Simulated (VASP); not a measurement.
Crystal: In.

```
In
1.0
    -1.62547    1.62547    2.47370
     1.62547   -1.62547    2.47370
     1.62547    1.62547   -2.47370
In
1
Direct
  0.00000 0.00000 0.00000
```

Base run:

```yaml
Program: VASP 6.6.1
Functional: RPBE
Potentials_or_basis: VASP PAW PBE potentials, release 64 (In_d)
Cutoff: 520 eV
k_mesh: 11 × 11 × 11
Occupations: fermi-dirac, width 0.05 eV
Spin: no spin polarisation
```

Its results: pressure 3.7 GPa.

**Question.** After a change of settings the same cell gave: pressure 0.3 GPa. Which change was it?
A. functional from RPBE to PBEsol; further incar settings from ALGO = Normal; EDIFF = 1e-06; NBANDS = 12 to ALGO = Normal; EDIFF = 1e-07; NBANDS = 12
B. functional from RPBE to PBE; occupations from fermi-dirac, width 0.05 eV to gaussian, width 0.011 eV
C. functional from RPBE to r2SCAN
D. functional from RPBE to PBE

**Answer.** C.

Caveats: the PAW data sets were made with another functional, which shifts forces and pressure a little.
